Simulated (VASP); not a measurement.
Here is a VASP 6.6.1 calculation.

The input INCAR:

```
SYSTEM = SnSe
ALGO = Normal
EDIFF = 1E-7
ENCUT = 520
GGA = PE
ISIF = 2
ISMEAR = 0
IVDW = 12
LASPH = .True.
LCHARG = .False.
LREAL = .False.
LWAVE = .False.
NBANDS = 28
NELM = 60
PREC = Accurate
SIGMA = 0.03
```

Contents of KPOINTS:

```
k-points
0
Gamma
  8 8 6
  0 0 0
```

POSCAR

```
SnSe
1.0
    4.3177180007      0.0000000000      0.0000000000
    0.0000000000      4.3177180007      0.0000000000
    0.0000000000      0.0000000000      5.7093185123
Sn Se
2 2
Direct
    0.5000000000      0.0000000000      0.2800664834
    0.0000000000      0.5000000000      0.7199335166
    0.5000000000      0.0000000000      0.7499352227
    0.0000000000      0.5000000000      0.2500647773
```

Potentials or basis: VASP PAW PBE potentials, release 64 (Sn_d, Se).

Run with:

```bash
$ cat potpaw_PBE.64/Sn_d/POTCAR potpaw_PBE.64/Se/POTCAR > POTCAR
$ mpirun -np 1 vasp_std > vasp.out
```

(1) What does it give for the pressure?

(2) Predict the largest force.

(3) Estimate the band gap on the k mesh.

Results:

(1) 1.8 GPa.

(2) 0.664 eV/Å.

(3) 0.35 eV (least direct gap 0.43 eV).

Caveat: the stress differs along the axes, from -2 to 10 GPa; semilocal functionals underestimate gaps, and a narrow one can read as zero; spin-orbit coupling is left out, which moves the levels of the heavy elements.
